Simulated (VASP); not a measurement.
# InSe (R3m) in VASP: single point with PBE

Aim: the single point of InSe with PBE.

All numbers are computed with VASP 6.6.1; they aren't measurements. Logs are shortened: lines on timing, memory, paths and dates and some standing lists are left out, and cuts for length are marked.

## Step 1: The cell of the first run

The structure is trigonal, space group R3m (No. 160). The conventional cell has a = 4.089 Å, b = 4.089 Å, c = 27.908 Å, α = 90.00°, β = 90.00°, γ = 120.00°. In (site symmetry 3m) has 3 Se at 2.68 Å and 1 In at 2.83 Å within 3.5 Å. In (site symmetry 3m) has 3 Se at 2.68 Å and 1 In at 2.83 Å within 3.5 Å. Se (site symmetry 3m) has 3 In at 2.68 Å within 3.5 Å. Se (site symmetry 3m) has 3 In at 2.68 Å within 3.5 Å.

## Step 2: Single point, PBE

INCAR

```
SYSTEM = InSe
  PREC = Accurate
  ENCUT = 520
  EDIFF = 1E-7
  ISMEAR = -1
  SIGMA = 0.02
  LREAL = .False.
  LASPH = .True.
  NELM = 80
  ALGO = Normal
  ISIF = 2
  LWAVE = .False.
  LCHARG = .False.
  GGA = PE
  NBANDS = 27
```

KPOINTS

```
Automatic mesh
0
Gamma
  7 7 7
  0 0 0
```

POSCAR

```
InSe
1.0
    2.0443254447      1.1802918458      9.3025489755
   -2.0443254447      1.1802918458      9.3025489755
    0.0000000000     -2.3605836916      9.3025489755
In Se
2 2
Direct
    0.0050455378      0.0050455378      0.0050455378
    0.1062855291      0.1062855291      0.1062855291
    0.6261192942      0.6261192942      0.6261192942
    0.8185496389      0.8185496389      0.8185496389
```

Potentials or basis: VASP PAW PBE potentials, release 64 (In_d, Se).

The run is started by

```console
cat potpaw_PBE.64/In_d/POTCAR potpaw_PBE.64/Se/POTCAR > POTCAR
mpirun -np 1 vasp_std > vasp.out
```

OUTCAR:

```text
SYSTEM = InSe
   PREC = Accurate
   ENCUT = 520
   EDIFF = 1E-7
   ISMEAR = -1
   LREAL = .False.
   LASPH = .True.
   NELM = 80
   ISIF = 2
   GGA = PE

 ion  position               nearest neighbor table
   1  0.005  0.005  0.005-   3 2.68   3 2.68   3 2.68   2 2.83
   2  0.106  0.106  0.106-   4 2.68   4 2.68   4 2.68   1 2.83
   3  0.626  0.626  0.626-   1 2.68   1 2.68   1 2.68
   4  0.819  0.819  0.819-   2 2.68   2 2.68   2 2.68

  LATTYP: Found a trigonal (rhomboedric) cell.
 ALAT       =     9.5973836438
 COS(alpha) =     0.9092546557

  Lattice vectors:

 A1 = (   2.0443254447,   1.1802918458,   9.3025489755)
 A2 = (  -2.0443254447,   1.1802918458,   9.3025489755)
 A3 = (   0.0000000000,  -2.3605836916,   9.3025489755)

Analysis of symmetry for initial positions (statically):
=====================================================================
 Subroutine PRICEL returns:
 Original cell was already a primitive cell.

 Routine SETGRP: Setting up the symmetry group for a
 trigonal (rhombohedral) supercell.

 Subroutine GETGRP returns: Found  6 space group operations
 (whereof  6 operations were pure point group operations)
 out of a pool of 12 trial point group operations.

The static configuration has the point symmetry C_3v.

Analysis of symmetry for dynamics (positions and initial velocities):
=====================================================================
 Subroutine PRICEL returns:
 Original cell was already a primitive cell.

 Routine SETGRP: Setting up the symmetry group for a
 trigonal (rhombohedral) supercell.

 Subroutine GETGRP returns: Found  6 space group operations
 (whereof  6 operations were pure point group operations)
 out of a pool of 12 trial point group operations.

The dynamic configuration has the point symmetry C_3v.

 Subroutine INISYM returns: Found  6 space group operations
 (whereof  6 operations are pure point group operations),
 and found     1 'primitive' translations

----------------------------------------------------------------------------------------

                                     Primitive cell

  volume of cell :     134.6768

  direct lattice vectors                    reciprocal lattice vectors
     2.044325445  1.180291846  9.302548976     0.244579453  0.141208013  0.035832473
    -2.044325445  1.180291846  9.302548976    -0.244579453  0.141208013  0.035832473
[... 82 lines left out ...]
   ICHARG =      2    charge: 1-file 2-atom 10-const
   ISPIN  =      1    spin polarized calculation?
   LNONCOLLINEAR =      F non collinear calculations
   LSORBIT =      F    spin-orbit coupling
   LASPH  =      T    aspherical Exc in radial PAW
   ENCUT  =  520.0 eV  38.22 Ry    6.18 a.u.  17.84 17.84 17.84*2*pi/ulx,y,z
   NELM   =     80;   NELMIN=  2; NELMDL= -5     # of ELM steps
   EDIFF  = 0.1E-06   stopping-criterion for ELM
   LREAL  =      F    real-space projection
   EDIFFG = 0.1E-05   stopping-criterion for IOM
   NSW    =      0    number of steps for IOM
   IBRION =     -1    ionic relax: 0-MD 1-quasi-New 2-CG
   NFREE  =      0    steps in history (QN), initial steepest desc. (CG)
   ISIF   =      2    stress and relaxation
   ISYM   =      2    0-nonsym 1-usesym 2-fastsym
   POTIM  = 0.5000    time-step for ionic-motion
   TEBEG  =    0.0;   TEEND  =   0.0 temperature during run
   PSTRESS=    0.0 pullay stress
   NELECT =      38.0000    total number of electrons
   NUPDOWN=      -1.0000    fix difference up-down
   EMIN   =  10.00;   EMAX   =-10.00  energy-range for DOS
   EFERMI =   0.00;   METHOD = LEGACY
   ISMEAR =    -1;   SIGMA  =   0.02  broadening in eV -4-tet -1-fermi 0-gaus
   EFERMI_NEDOS =   21; number of points for ismear=-14 and -15
   IALGO  =     38    algorithm
   IMIX   =      4    mixing-type and parameters
     AMIX     =   0.40;   BMIX     =  1.00
     AMIX_MAG =   1.60;   BMIX_MAG =  1.00
  volume/ion in A,a.u.               =      33.67       227.21
  Fermi-wavevector in a.u.,A,eV,Ry     =   1.073755  2.029102 15.686830  1.152950
  Thomas-Fermi vector in A             =   2.209563
   LORBIT       =      0    0 simple, 1 ext, 2 COOP (PROOUT), +10 PAW based schemes
   GGA     = PE    functional components
   LHFCALC =     F    Hartree Fock is set to
   AEXX    =    0.0000 exact exchange contribution
   IVDW    =     0    specifies the selected vdW correction
   LEPSILON=     F    determine dielectric tensor
   LRPA    =     F    only Hartree local field effects (RPA)
 non-spin polarized calculation
  energy-cutoff  :      520.00
  volume of cell :      134.68
 maximum number of plane-waves:      3647
   NGX = 35   NGY = 35   NGZ = 35

 number of electron      37.9999994 magnetization

 Free energy of the ion-electron system (eV)
  ---------------------------------------------------
  ext. energy  EPLUGINS =         0.00000000
  ---------------------------------------------------
  free energy    TOTEN  =       -14.22319140 eV

  energy without entropy =      -14.22319140  energy(sigma->0) =      -14.22319140

 E-fermi :   2.9144     XC(G=0):  -8.1590

 val. band max:        2.4588892095   @ k =   0.4286   0.4286   0.4286
 cond. band min:       3.3245146108   @ k =   0.4286   0.4286   0.4286
 fundamental gap:      0.8656254013
 Fermi energy:         2.9143555082

 k-point     1 :       0.0000    0.0000    0.0000
  band No.  band energies     occupation
      1     -11.8693      2.00000
      2     -11.6986      2.00000
      3     -11.6986      2.00000
      4     -11.6236      2.00000
      5     -11.6236      2.00000
      6     -11.6154      2.00000
[... 709 lines left out ...]
     26       9.3770      0.00000
     27       9.7690      0.00000

 [... further k-points ...]
[... 5 lines left out ...]
  --------------------------------------------------------------------------------------
  -------------------------------------------------------------------------------------
  Total        0.0121576      0.0121576      0.0260353     -0.0000000      0.0000000      0.0000000
  in kB        0.1446324      0.1446324      0.3097277     -0.0000000      0.0000000      0.0000000
  external PRESSURE =       0.1996641 kB  Pullay stress =       0.0000000 kB

 VOLUME and BASIS-vectors are now :
 -----------------------------------------------------------------------------
  energy-cutoff  :      520.00
  volume of cell :      134.68
      direct lattice vectors                 reciprocal lattice vectors
     2.044325445  1.180291846  9.302548976     0.244579453  0.141208013  0.035832473
    -2.044325445  1.180291846  9.302548976    -0.244579453  0.141208013  0.035832473
     0.000000000 -2.360583692  9.302548976     0.000000000 -0.282416027  0.035832473

 POSITION                                       TOTAL-FORCE (eV/Angst)
 -----------------------------------------------------------------------------------
      0.00000      0.00000      0.14081         0.000000     -0.000000      0.010072
      0.00000      0.00000      2.96618         0.000000      0.000000     -0.009918
      0.00000      0.00000     17.47352         0.000000     -0.000000     -0.012464
      0.00000      0.00000     22.84379         0.000000     -0.000000      0.012310
 -----------------------------------------------------------------------------------
    total drift:                                0.000000      0.000000      0.000410

  FREE ENERGIE OF THE ION-ELECTRON SYSTEM (eV)
  ---------------------------------------------------
  free  energy   TOTEN  =       -14.2231914006 eV

  energy  without entropy=      -14.2231914006  energy(sigma->0) =      -14.22319140
```

stdout:

```text
POSCAR found type information on POSCAR InSe
 POSCAR found :  2 types and       4 ions
 scaLAPACK will be used
 LDA part: xc-table for (Slater+PW92), standard interpolation
 POSCAR, INCAR and KPOINTS ok, starting setup
 FFT: planning ... GRIDC
 FFT: planning ... GRID_SOFT
 FFT: planning ... GRID
 WAVECAR not read
 entering main loop
```

It took 22 min on 1 thread of Intel Xeon 8259CL, shared host; peak memory 0.78 GiB.

What came out:

```yaml
Free_energy: -14.2232 eV
Pressure: 0.0 GPa
Largest_force: 0.012 eV/Å
Band_gap_on_the_k_mesh: 0.87 eV
```

Forces in eV/Å, atoms in the order of the input:
```
In   0.000  0.000  0.010
In   0.000  0.000 -0.010
Se   0.000  0.000 -0.012
Se   0.000  0.000  0.012
```

Caveat: spin-orbit coupling is left out, which moves the levels of the heavy elements; an odd mesh through Γ misses points on the zone boundary, where band edges can lie.
